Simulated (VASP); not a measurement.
# Nb (I4/mmm) in VASP: a series of runs

Nb is run at these levels: PBE; tasks: single point.

All numbers are computed with VASP 6.6.1; they aren't measurements. Logs are shortened: lines on timing, memory, paths and dates and some standing lists are left out, and cuts for length are marked.

### Step 1. The cell of the first run

It takes space group I4/mmm (No. 139, tetragonal). Conventional cell: a = 2.901 Å, b = 2.901 Å, c = 4.230 Å, α = 90.00°, β = 90.00°, γ = 90.00°. Within 3.8 Å of Nb (site symmetry 4/mmm) lie 12 Nb at 2.90 to 2.95 Å.

### Step 2. Single point, PBE (equal xx and yy strain of -3 %)

The input, INCAR:

```
PREC = Accurate
ENCUT = 520
EDIFF = 1E-6
ISMEAR = -1
SIGMA = 0.08
LREAL = False
LASPH = True
NELM = 80
ALGO = Normal
ISIF = 2
LWAVE = False
LCHARG = True
GGA = PE
LELF = True
LVHAR = True
NBANDS = 12
```

The input, KPOINTS:

```
regular mesh
0
Gamma
  13 13 13
```

The input, POSCAR:

```
Nb
1.0
    0.0000000000      2.0515500000      2.1150000000
    2.0515500000      0.0000000000      2.1150000000
    2.0515500000      2.0515500000      0.0000000000
Nb
1
Direct
    0.0000000000      0.0000000000      0.0000000000
```

Potentials or basis: VASP PAW PBE potentials, release 64 (Nb_sv).

Run with:

```console
cat potpaw_PBE.64/Nb_sv/POTCAR > POTCAR
mpirun -np 1 vasp_std > vasp.out
```

OUTCAR:

```text
PREC = Accurate
   ENCUT = 520
   EDIFF = 1E-6
   ISMEAR = -1
   LREAL = False
   LASPH = True
   NELM = 80
   ISIF = 2
   GGA = PE

 ion  position               nearest neighbor table
   1  0.000  0.000  0.000-

  LATTYP: Found a body centered tetragonal cell.
 ALAT       =     2.9013298339
 C/A-ratio  =     1.4579521262

  Lattice vectors:

 A1 = (  -2.0515500000,   0.0000000000,   2.1150000000)
 A2 = (   2.0515500000,   0.0000000000,   2.1150000000)
 A3 = (   0.0000000000,   2.0515500000,  -2.1150000000)

Analysis of symmetry for initial positions (statically):
=====================================================================
 Subroutine PRICEL returns:
 Original cell was already a primitive cell.

 Routine SETGRP: Setting up the symmetry group for a
 body centered tetragonal supercell.

 Subroutine GETGRP returns: Found 16 space group operations
 (whereof 16 operations were pure point group operations)
 out of a pool of 16 trial point group operations.

The static configuration has the point symmetry D_4h.

Analysis of symmetry for dynamics (positions and initial velocities):
=====================================================================
 Subroutine PRICEL returns:
 Original cell was already a primitive cell.

 Routine SETGRP: Setting up the symmetry group for a
 body centered tetragonal supercell.

 Subroutine GETGRP returns: Found 16 space group operations
 (whereof 16 operations were pure point group operations)
 out of a pool of 16 trial point group operations.

The dynamic configuration has the point symmetry D_4h.

 Subroutine INISYM returns: Found 16 space group operations
 (whereof 16 operations are pure point group operations),
 and found     1 'primitive' translations

----------------------------------------------------------------------------------------

                                     Primitive cell

  volume of cell :      17.8035

  direct lattice vectors                    reciprocal lattice vectors
     0.000000000  2.051550000  2.115000000    -0.243718164  0.243718164  0.236406619
     2.051550000  0.000000000  2.115000000     0.243718164 -0.243718164  0.236406619
     2.051550000  2.051550000  0.000000000     0.243718164  0.243718164 -0.236406619

  length of vectors
     2.946537358  2.946537358  2.901329834     0.417953558  0.417953558  0.417953558

  position of ions in fractional coordinates (direct lattice)
     0.000000000  0.000000000  0.000000000

  ion indices of the primitive-cell ions
   primitive index   ion index
                 1           1

----------------------------------------------------------------------------------------

 KPOINTS: regular mesh

Automatic generation of k-mesh.
 Grid dimensions read from file:
 generate k-points for:   13   13   13

 Generating k-lattice:

  Cartesian coordinates                     Fractional coordinates (reciprocal lattice)
    -0.018747551  0.018747551  0.018185125     0.076923077  0.000000000  0.000000000
     0.018747551 -0.018747551  0.018185125     0.000000000  0.076923077  0.000000000
     0.018747551  0.018747551 -0.018185125     0.000000000  0.000000000  0.076923077

  Length of vectors
     0.032150274  0.032150274  0.032150274

  Shift w.r.t. Gamma in fractional coordinates (k-lattice)
     0.000000000  0.000000000  0.000000000

 Subroutine IBZKPT returns following result:
 ===========================================

 Found    196 irreducible k-points:

 Following reciprocal coordinates:
            Coordinates               Weight
  0.000000  0.000000  0.000000      1.000000
  0.076923  0.000000  0.000000      8.000000
  0.153846  0.000000  0.000000      8.000000
  0.230769  0.000000  0.000000      8.000000
  0.307692  0.000000  0.000000      8.000000
  0.384615  0.000000  0.000000      8.000000
[... 16 lines left out ...]
  0.384615  0.153846  0.000000      8.000000
  0.461538  0.153846  0.000000      8.000000
 [... further k-points ...]
   k-points           NKPTS =    196   k-points in BZ     NKDIM =    196   number of bands    NBANDS=     12
   number of dos      NEDOS =    301   number of ions     NIONS =      1
   total plane-waves  NPLWV =  13824
   dimension x,y,z NGX =    24 NGY =   24 NGZ =   24
   dimension x,y,z NGXF=    48 NGYF=   48 NGZF=   48
   ions per type =               1
   NGX,Y,Z   is equivalent  to a cutoff of  13.54, 13.54, 13.75 a.u.
   NGXF,Y,Z  is equivalent  to a cutoff of  27.08, 27.08, 27.50 a.u.
 SYSTEM =  unknown system
   PREC   = accura    normal or accurate (medium, high low for compatibility)
   ISTART =      0    job   : 0-new  1-cont  2-samecut
   ICHARG =      2    charge: 1-file 2-atom 10-const
   ISPIN  =      1    spin polarized calculation?
   LNONCOLLINEAR =      F non collinear calculations
   LSORBIT =      F    spin-orbit coupling
   LASPH  =      T    aspherical Exc in radial PAW
   ENCUT  =  520.0 eV  38.22 Ry    6.18 a.u.   5.48  5.48  5.39*2*pi/ulx,y,z
   NELM   =     80;   NELMIN=  2; NELMDL= -5     # of ELM steps
   EDIFF  = 0.1E-05   stopping-criterion for ELM
   LREAL  =      F    real-space projection
   EDIFFG = 0.1E-04   stopping-criterion for IOM
   NSW    =      0    number of steps for IOM
   IBRION =     -1    ionic relax: 0-MD 1-quasi-New 2-CG
   NFREE  =      0    steps in history (QN), initial steepest desc. (CG)
   ISIF   =      2    stress and relaxation
   ISYM   =      2    0-nonsym 1-usesym 2-fastsym
   POTIM  = 0.5000    time-step for ionic-motion
   TEBEG  =    0.0;   TEEND  =   0.0 temperature during run
   PSTRESS=    0.0 pullay stress
   NELECT =      13.0000    total number of electrons
   NUPDOWN=      -1.0000    fix difference up-down
   EMIN   =  10.00;   EMAX   =-10.00  energy-range for DOS
   EFERMI =   0.00;   METHOD = LEGACY
   ISMEAR =    -1;   SIGMA  =   0.08  broadening in eV -4-tet -1-fermi 0-gaus
   EFERMI_NEDOS =   21; number of points for ismear=-14 and -15
   IALGO  =     38    algorithm
   IMIX   =      4    mixing-type and parameters
     AMIX     =   0.40;   BMIX     =  1.00
     AMIX_MAG =   1.60;   BMIX_MAG =  1.00
  volume/ion in A,a.u.               =      17.80       120.14
  Fermi-wavevector in a.u.,A,eV,Ry     =   1.474193  2.785821 29.568804  2.173246
  Thomas-Fermi vector in A             =   2.588994
   LORBIT       =      0    0 simple, 1 ext, 2 COOP (PROOUT), +10 PAW based schemes
   GGA     = PE    functional components
[... 5 lines left out ...]
 non-spin polarized calculation
  energy-cutoff  :      520.00
  volume of cell :       17.80
 maximum number of plane-waves:       505
 NGX is ok and might be reduce to    24
   NGX = 11   NGY = 11   NGZ = 11

 number of electron      13.0000000 magnetization

 Free energy of the ion-electron system (eV)
  ---------------------------------------------------
  ext. energy  EPLUGINS =         0.00000000
  ---------------------------------------------------
  free energy    TOTEN  =        -9.89182583 eV

  energy without entropy =       -9.85987533  energy(sigma->0) =       -9.87585058

 E-fermi :  11.7001     XC(G=0): -12.5629

 val. band max:       11.6742434273   @ k =   0.4615   0.0000   0.2308
 cond. band min:      11.7002134834   @ k =  -0.3077   0.0000   0.0769
 fundamental gap:      0.0259700560
 Fermi energy:        11.7001386629

 k-point     1 :       0.0000    0.0000    0.0000
  band No.  band energies     occupation
      1     -43.0243      2.00000
      2     -18.3119      2.00000
      3     -18.3014      2.00000
      4     -18.3014      2.00000
      5       5.3669      2.00000
      6      11.5336      1.77826
      7      11.9149      0.12785
      8      11.9149      0.12785
      9      14.2998      0.00000
     10      14.8287      0.00000
     11      23.6033      0.00000
     12      27.9789      0.00000

 k-point     2 :       0.0769    0.0000    0.0000
  band No.  band energies     occupation
      1     -43.0108      2.00000
      2     -18.3915      2.00000
      3     -18.3206      2.00000
      4     -18.3102      2.00000
      5       5.6002      2.00000
      6      11.5058      1.83801
      7      11.8645      0.22723
      8      12.0226      0.03491
      9      14.2184      0.00000
     10      14.7162      0.00000
     11      24.0743      0.00000
     12      27.6103      0.00000

 k-point     3 :       0.1538    0.0000    0.0000
  band No.  band energies     occupation
      1     -42.9734      2.00000
      2     -18.6267      2.00000
      3     -18.3544      2.00000
      4     -18.3347      2.00000
      5       6.2361      2.00000
      6      11.1955      1.99636
      7      11.9921      0.05068
      8      12.2676      0.00166
      9      14.1268      0.00000
     10      14.5161      0.00000
     11      25.0902      0.00000
     12      26.4154      0.00000
[... 286 lines left out ...]
 k-point    23 :       0.3846    0.1538    0.0000
  band No.  band energies     occupation
      1     -42.8222      2.00000
      2     -19.3315      2.00000
      3     -18.5936      2.00000
      4     -18.5175      2.00000
      5       8.2710      2.00000
      6      10.4273      2.00000
      7      11.2176      1.99521
      8      12.9161      0.00000
      9      15.7639      0.00000
     10      16.3172      0.00000
     11      24.3868      0.00000
     12      26.7082      0.00000

 k-point    24 :       0.4615    0.1538    0.0000
  band No.  band energies     occupation
      1     -42.7834      2.00000
      2     -19.5194      2.00000
      3     -18.6688      2.00000
      4     -18.5243      2.00000
      5       8.3608      2.00000
      6      10.5339      2.00000
      7      11.6635      1.22478
      8      12.6538      0.00001
      9      16.6910      0.00000
     10      17.2101      0.00000
     11      23.0777      0.00000
     12      25.3783      0.00000

 [... further k-points ...]
[... 5 lines left out ...]
  --------------------------------------------------------------------------------------
  -------------------------------------------------------------------------------------
  Total        0.7028749      0.7028749      1.6730668      0.0000000     -0.0000000     -0.0000000
  in kB       63.2534259     63.2534259    150.5633584      0.0000000     -0.0000000     -0.0000000
  external PRESSURE =      92.3567368 kB  Pullay stress =       0.0000000 kB

 VOLUME and BASIS-vectors are now :
 -----------------------------------------------------------------------------
  energy-cutoff  :      520.00
  volume of cell :       17.80
      direct lattice vectors                 reciprocal lattice vectors
     0.000000000  2.051550000  2.115000000    -0.243718164  0.243718164  0.236406619
     2.051550000  0.000000000  2.115000000     0.243718164 -0.243718164  0.236406619
     2.051550000  2.051550000  0.000000000     0.243718164  0.243718164 -0.236406619

 POSITION                                       TOTAL-FORCE (eV/Angst)
 -----------------------------------------------------------------------------------
      0.00000      0.00000      0.00000         0.000000      0.000000     -0.000000
 -----------------------------------------------------------------------------------
    total drift:                                0.000000      0.000000      0.000000

  FREE ENERGIE OF THE ION-ELECTRON SYSTEM (eV)
  ---------------------------------------------------
  free  energy   TOTEN  =        -9.8918258337 eV

  energy  without entropy=       -9.8598753269  energy(sigma->0) =       -9.87585058
```

It took 25 s on 1 thread of Intel Xeon 6975P-C, shared host; peak memory 0.17 GiB.

What came out:

| Item | Value |
| --- | --- |
| Free energy | -9.8918 eV |
| Pressure | 9.2 GPa |

Levels at points of the mesh, in eV from the Fermi level:
```tsv
k point	band 3	band 4	band 5	band 6	band 7	band 8	band 9	band 10
(0.00, 0.00, 0.00)	-30.00	-30.00	-6.33	-0.17	0.21	0.21	2.60	3.13
```

Caveat: the cell differs from its parent crystal (equal xx and yy strain of -3 %).

### Step 3. Single point, PBE (equal xx and yy strain of -1 %)

The input, INCAR:

```
SYSTEM = Nb
ALGO = Normal ; EDIFF = 1E-7
ENCUT = 520 ; GGA = PE
ISIF = 2 ; ISMEAR = -1
LASPH = .True. ; LCHARG = .False.
LREAL = .False. ; LWAVE = .False.
NBANDS = 12 ; NELM = 100
PREC = Accurate ; SIGMA = 0.08
```

The input, KPOINTS:

```
k-points
0
Gamma
  13 13 13
  0 0 0
```

The input, POSCAR:

```
Nb
1.0
    0.0000000000      2.0938500000      2.1150000000
    2.0938500000      0.0000000000      2.1150000000
    2.0938500000      2.0938500000      0.0000000000
Nb
1
Direct
    0.0000000000      0.0000000000      0.0000000000
```

Potentials or basis: VASP PAW PBE potentials, release 64 (Nb_sv).

Run with:

```console
cat potpaw_PBE.64/Nb_sv/POTCAR > POTCAR
mpirun -np 1 vasp_std > vasp.out
```

Wall time 25 s (1 thread of Intel Xeon 6975P-C, shared host); peak memory 0.17 GiB.

Results (log left out):

```
Free energy : -9.9089 eV
Pressure    : 1.9 GPa
```

Stress tensor (GPa, compression positive):
```
1.00 0.00 0.00
0.00 1.00 0.00
0.00 0.00 3.72
```

Levels at points of the mesh, in eV from the Fermi level:
| k point | band 2 | band 3 | band 4 | band 5 | band 6 | band 7 | band 8 | band 9 | band 10 | band 11 |
| --- | --- | --- | --- | --- | --- | --- | --- | --- | --- | --- |
| (0.00, 0.00, 0.00) | -30.13 | -30.13 | -30.13 | -6.24 | 0.03 | 0.15 | 0.15 | 2.67 | 2.83 | 11.85 |

Caveat: the cell differs from its parent crystal (equal xx and yy strain of -1 %).

(Continued in part 2 of 2.)
